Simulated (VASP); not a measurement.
# CaO (Fm-3m) in VASP: notebook

The runs below take CaO through single point, with PBE-based global hybrid with 50 % exact exchange, PBEsol, r2SCAN+rVV10.

Program: VASP 6.6.1. These are calculated values, not measurements. Logs are shortened: lines on timing, memory, paths and dates and some standing lists are left out, and cuts for length are marked.

## Step 1: The cell of the first run

It takes space group Fm-3m (No. 225, cubic). The conventional cell has a = 4.807 Å, b = 4.807 Å, c = 4.807 Å, α = 90.00°, β = 90.00°, γ = 90.00°. Ca (site symmetry m-3m) has 6 O at 2.40 Å within 3.2 Å. Within 3.2 Å of O (site symmetry m-3m) lie 6 Ca at 2.40 Å.

## Step 2: Single point, PBE-based global hybrid with 50 % exact exchange

POSCAR

```
CaO
1.0
    0.0000000000      2.4035556960      2.4035556960
    2.4035556960      0.0000000000      2.4035556960
    2.4035556960      2.4035556960      0.0000000000
Ca O
1 1
Direct
    0.0000000000      0.0000000000      0.0000000000
    0.5000000000      0.5000000000      0.5000000000
```

INCAR.step1

```
PREC = Accurate
ENCUT = 520
EDIFF = 1E-5
ISMEAR = -1
SIGMA = 0.05
LREAL = F
LASPH = T
NELM = 100
ALGO = Normal
ISIF = 2
LWAVE = T
LCHARG = F
GGA = PE
NBANDS = 15
```

INCAR.step2

```
PREC = Accurate
ENCUT = 520
EDIFF = 1E-6
ISMEAR = -1
SIGMA = 0.05
LREAL = F
LASPH = T
NELM = 100
ALGO = Normal
ISIF = 2
LWAVE = F
LCHARG = F
GGA = PE
LHFCALC = T
AEXX = 0.5
PRECFOCK = Normal
ISTART = 1
NBANDS = 15
```

KPOINTS

```
Automatic mesh
0
Gamma
  6 6 6
```

Potentials or basis: VASP PAW PBE potentials, release 64 (Ca_sv, O).

The run is started by

```bash
$ cat potpaw_PBE.64/Ca_sv/POTCAR potpaw_PBE.64/O/POTCAR > POTCAR
$ cp INCAR.step1 INCAR
$ mpirun -np 1 vasp_std > vasp.out
$ cp INCAR.step2 INCAR
$ mpirun -np 1 vasp_std > vasp.out
```

OUTCAR:

```text
PREC = Accurate
   ENCUT = 520
   EDIFF = 1E-6
   ISMEAR = -1
   LREAL = F
   LASPH = T
   NELM = 100
   ISIF = 2
   GGA = PE
   LHFCALC = T
   AEXX = 0.5
   PRECFOCK = Normal
   ISTART = 1

 ion  position               nearest neighbor table
   1  0.000  0.000  0.000-   2 2.40   2 2.40   2 2.40   2 2.40   2 2.40   2 2.40
   2  0.500  0.500  0.500-   1 2.40   1 2.40   1 2.40   1 2.40   1 2.40   1 2.40

  LATTYP: Found a face centered cubic cell.
 ALAT       =     4.8071113920

  Lattice vectors:

 A1 = (   0.0000000000,   2.4035556960,   2.4035556960)
 A2 = (   2.4035556960,   0.0000000000,   2.4035556960)
 A3 = (   2.4035556960,   2.4035556960,   0.0000000000)

Analysis of symmetry for initial positions (statically):
=====================================================================
 Subroutine PRICEL returns:
 Original cell was already a primitive cell.

 Routine SETGRP: Setting up the symmetry group for a
 face centered cubic supercell.

 Subroutine GETGRP returns: Found 48 space group operations
 (whereof 48 operations were pure point group operations)
 out of a pool of 48 trial point group operations.

The static configuration has the point symmetry O_h .

Analysis of symmetry for dynamics (positions and initial velocities):
=====================================================================
 Subroutine PRICEL returns:
 Original cell was already a primitive cell.

 Routine SETGRP: Setting up the symmetry group for a
 face centered cubic supercell.

 Subroutine GETGRP returns: Found 48 space group operations
 (whereof 48 operations were pure point group operations)
 out of a pool of 48 trial point group operations.

The dynamic configuration has the point symmetry O_h .

 Subroutine INISYM returns: Found 48 space group operations
 (whereof 48 operations are pure point group operations),
 and found     1 'primitive' translations

----------------------------------------------------------------------------------------

                                     Primitive cell

  volume of cell :      27.7711

  direct lattice vectors                    reciprocal lattice vectors
     0.000000000  2.403555696  2.403555696    -0.208025136  0.208025136  0.208025136
     2.403555696  0.000000000  2.403555696     0.208025136 -0.208025136  0.208025136
     2.403555696  2.403555696  0.000000000     0.208025136  0.208025136 -0.208025136

  length of vectors
     3.399141063  3.399141063  3.399141063     0.360310104  0.360310104  0.360310104

  position of ions in fractional coordinates (direct lattice)
     0.000000000  0.000000000  0.000000000
     0.500000000  0.500000000  0.500000000

  ion indices of the primitive-cell ions
   primitive index   ion index
                 1           1
                 2           2

----------------------------------------------------------------------------------------

 KPOINTS: Automatic mesh

Automatic generation of k-mesh.
 Grid dimensions read from file:
 generate k-points for:    6    6    6

 Generating k-lattice:

  Cartesian coordinates                     Fractional coordinates (reciprocal lattice)
    -0.034670856  0.034670856  0.034670856     0.166666667  0.000000000  0.000000000
     0.034670856 -0.034670856  0.034670856     0.000000000  0.166666667  0.000000000
     0.034670856  0.034670856 -0.034670856     0.000000000  0.000000000  0.166666667

  Length of vectors
     0.060051684  0.060051684  0.060051684

  Shift w.r.t. Gamma in fractional coordinates (k-lattice)
     0.000000000  0.000000000  0.000000000

 Subroutine IBZKPT returns following result:
 ===========================================

 Found     16 irreducible k-points:

 Following reciprocal coordinates:
            Coordinates               Weight
  0.000000  0.000000  0.000000      1.000000
  0.166667  0.000000  0.000000      8.000000
  0.333333  0.000000  0.000000      8.000000
  0.500000  0.000000  0.000000      4.000000
  0.166667  0.166667  0.000000      6.000000
  0.333333  0.166667  0.000000     24.000000
[... 8 lines left out ...]
 -0.333333  0.333333  0.166667     24.000000
 -0.333333  0.500000  0.166667     12.000000
   k-points           NKPTS =     16   k-points in BZ     NKDIM =    216   number of bands    NBANDS=     15
   number of dos      NEDOS =    301   number of ions     NIONS =      2
   total plane-waves  NPLWV =  21952
   dimension x,y,z NGX =    28 NGY =   28 NGZ =   28
   dimension x,y,z NGXF=    56 NGYF=   56 NGZF=   56
   ions per type =               1   1
   NGX,Y,Z   is equivalent  to a cutoff of  13.69, 13.69, 13.69 a.u.
   NGXF,Y,Z  is equivalent  to a cutoff of  27.39, 27.39, 27.39 a.u.
 SYSTEM =  unknown system
   PREC   = accura    normal or accurate (medium, high low for compatibility)
   ISTART =      1    job   : 0-new  1-cont  2-samecut
   ICHARG =      0    charge: 1-file 2-atom 10-const
   ISPIN  =      1    spin polarized calculation?
   LNONCOLLINEAR =      F non collinear calculations
   LSORBIT =      F    spin-orbit coupling
   LASPH  =      T    aspherical Exc in radial PAW
   ENCUT  =  520.0 eV  38.22 Ry    6.18 a.u.   6.32  6.32  6.32*2*pi/ulx,y,z
   NELM   =    100;   NELMIN=  2; NELMDL=  0     # of ELM steps
   EDIFF  = 0.1E-05   stopping-criterion for ELM
   LREAL  =      F    real-space projection
   EDIFFG = 0.1E-04   stopping-criterion for IOM
   NSW    =      0    number of steps for IOM
   IBRION =     -1    ionic relax: 0-MD 1-quasi-New 2-CG
   NFREE  =      0    steps in history (QN), initial steepest desc. (CG)
   ISIF   =      2    stress and relaxation
   ISYM   =      3    0-nonsym 1-usesym 2-fastsym
   POTIM  = 0.5000    time-step for ionic-motion
   TEBEG  =    0.0;   TEEND  =   0.0 temperature during run
   PSTRESS=    0.0 pullay stress
   NELECT =      16.0000    total number of electrons
   NUPDOWN=      -1.0000    fix difference up-down
   EMIN   =  10.00;   EMAX   =-10.00  energy-range for DOS
   EFERMI =   0.00;   METHOD = LEGACY
   ISMEAR =    -1;   SIGMA  =   0.05  broadening in eV -4-tet -1-fermi 0-gaus
   EFERMI_NEDOS =   21; number of points for ismear=-14 and -15
   IALGO  =     38    algorithm
   IMIX   =      1    mixing-type and parameters
     AMIX     =   0.40;   BMIX     =  1.00
     AMIX_MAG =   1.60;   BMIX_MAG =  1.00
  volume/ion in A,a.u.               =      13.89        93.70
  Fermi-wavevector in a.u.,A,eV,Ry     =   1.362231  2.574243 25.247954  1.855672
  Thomas-Fermi vector in A             =   2.488738
   LORBIT       =      0    0 simple, 1 ext, 2 COOP (PROOUT), +10 PAW based schemes
   GGA     = PE    functional components
   LHFCALC =     T    Hartree Fock is set to
   PRECFOCK=normal    Normal, Fast or Accurate (Low or Medium for compatibility)
   ENCUT4O =  -1.0   cutoff for four orbital integrals eV
   NKREDX  =     1    reduce k-point grid by
   NKREDY  =     1    reduce k-point grid by
   NKREDZ  =     1    reduce k-point grid by
   AEXX    =    0.5000 exact exchange contribution
   HFSCREEN=    0.0000 screening length (either q_TF or 0.3 A-1)
   HFSCREENC=   0.0000 screening length for correlation (either q_TF or 0.3 A-1)
   ENCUTFOCK=  -1.0 apply spherical cutoff to Coloumb kernel
   IVDW    =     0    specifies the selected vdW correction
   LEPSILON=     F    determine dielectric tensor
   LRPA    =     F    only Hartree local field effects (RPA)
 non-spin polarized calculation
  energy-cutoff  :      520.00
  volume of cell :       27.77
 maximum number of plane-waves:       757
 NGX is ok and might be reduce to    28
  NGX = 20; NGY = 20; NGZ = 20

 number of electron      15.9999997 magnetization

 Free energy of the ion-electron system (eV)
  ---------------------------------------------------
  ext. energy  EPLUGINS =         0.00000000
  ---------------------------------------------------
  free energy    TOTEN  =       -18.23933966 eV

  energy without entropy =      -18.23933966  energy(sigma->0) =      -18.23933966

 E-fermi :   0.4618     XC(G=0):  -5.9934

 val. band max:       -0.6696205354   @ k =   0.0000   0.0000   0.0000
 cond. band min:       7.8966141394   @ k =   0.5000   0.5000   0.0000
 fundamental gap:      8.5662346749
 Fermi energy:         0.4617952034

 k-point     1 :       0.0000    0.0000    0.0000
  band No.  band energies     occupation
      1     -43.3376      2.00000
      2     -21.1359      2.00000
      3     -21.1359      2.00000
      4     -21.1359      2.00000
      5     -19.2145      2.00000
      6      -0.6696      2.00000
      7      -0.6696      2.00000
      8      -0.6696      2.00000
      9       8.6384      0.00000
     10      11.1283      0.00000
     11      11.1283      0.00000
     12      11.1283      0.00000
     13      12.9190      0.00000
     14      12.9190      0.00000
     15      19.1622      0.00000

 k-point     2 :       0.1667    0.0000    0.0000
  band No.  band energies     occupation
      1     -43.3103      2.00000
      2     -21.6680      2.00000
      3     -21.1481      2.00000
      4     -21.1481      2.00000
      5     -18.6476      2.00000
      6      -1.5990      2.00000
      7      -1.0415      2.00000
      8      -1.0415      2.00000
      9       9.8529      0.00000
     10      10.9726      0.00000
     11      11.6857      0.00000
     12      11.6857      0.00000
     13      13.6534      0.00000
     14      13.6534      0.00000
     15      20.5104      0.00000
[... 221 lines left out ...]
      3     -21.4997      2.00000
      4     -21.3579      2.00000
      5     -18.1228      2.00000
      6      -2.6548      2.00000
      7      -1.9323      2.00000
      8      -1.8229      2.00000
      9      11.2247      0.00000
     10      11.2947      0.00000
     11      14.0408      0.00000
     12      14.7645      0.00000
     13      15.8797      0.00000
     14      18.1929      0.00000
     15      18.8174      0.00000

 k-point    16 :      -0.3333    0.5000    0.1667
  band No.  band energies     occupation
      1     -43.1944      2.00000
      2     -21.7056      2.00000
      3     -21.6801      2.00000
      4     -21.4959      2.00000
      5     -18.4631      2.00000
      6      -2.1225      2.00000
      7      -1.9122      2.00000
      8      -1.6044      2.00000
      9       9.4703      0.00000
     10      12.6651      0.00000
     11      13.6725      0.00000
     12      15.3721      0.00000
     13      15.3886      0.00000
     14      18.2083      0.00000
     15      18.4608      0.00000

------------------------ aborting loop because EDIFF is reached ----------------------------------------

  FORCE on cell =-STRESS in cart. coord.  units (eV):
  Direction    XX          YY          ZZ          XY          YZ          ZX
  --------------------------------------------------------------------------------------
  -------------------------------------------------------------------------------------
  Total       -0.4088278     -0.4088278     -0.4088278     -0.0000000      0.0000000      0.0000000
  in kB      -23.5862236    -23.5862236    -23.5862236     -0.0000000      0.0000000      0.0000000
  external PRESSURE =     -23.5862236 kB  Pullay stress =       0.0000000 kB

 VOLUME and BASIS-vectors are now :
 -----------------------------------------------------------------------------
  energy-cutoff  :      520.00
  volume of cell :       27.77
      direct lattice vectors                 reciprocal lattice vectors
     0.000000000  2.403555696  2.403555696    -0.208025136  0.208025136  0.208025136
     2.403555696  0.000000000  2.403555696     0.208025136 -0.208025136  0.208025136
     2.403555696  2.403555696  0.000000000     0.208025136  0.208025136 -0.208025136

 POSITION                                       TOTAL-FORCE (eV/Angst)
 -----------------------------------------------------------------------------------
      0.00000      0.00000      0.00000         0.000000      0.000000      0.000000
      2.40356      2.40356      2.40356        -0.000000      0.000000     -0.000000
 -----------------------------------------------------------------------------------
    total drift:                                0.000000      0.000000      0.000000

  FREE ENERGIE OF THE ION-ELECTRON SYSTEM (eV)
  ---------------------------------------------------
  free  energy   TOTEN  =       -18.2393396643 eV

  energy  without entropy=      -18.2393396643  energy(sigma->0) =      -18.23933966
```

It took 22 min on 1 thread of Intel Xeon Platinum 8375C at 2.90GHz (Ice Lake), shared host; peak memory 0.18 GiB.

Results:

```
Free energy            : -18.2393 eV
Pressure               : -2.4 GPa
Band gap on the k mesh : 8.57 eV (least direct gap 9.04 eV)
```

Levels at points of the mesh, in eV from the valence-band top:
| k point | band 6 | band 7 | band 8 | band 9 | band 10 | band 11 |
| --- | --- | --- | --- | --- | --- | --- |
| (0.00, 0.00, 0.00) | 0.00 | 0.00 | 0.00 | 9.31 | 11.80 | 11.80 |
| (0.50, 0.00, 0.00) | -3.02 | -1.33 | -1.33 | 12.65 | 13.21 | 14.51 |
| (0.50, 0.50, 0.00) | -1.59 | -0.47 | -0.47 | 8.57 | 13.90 | 15.09 |

Caveat: the PAW data sets were made with another functional, which shifts forces and pressure a little. A k mesh can miss the band edges.

(Part 1 of 2 ends here.)
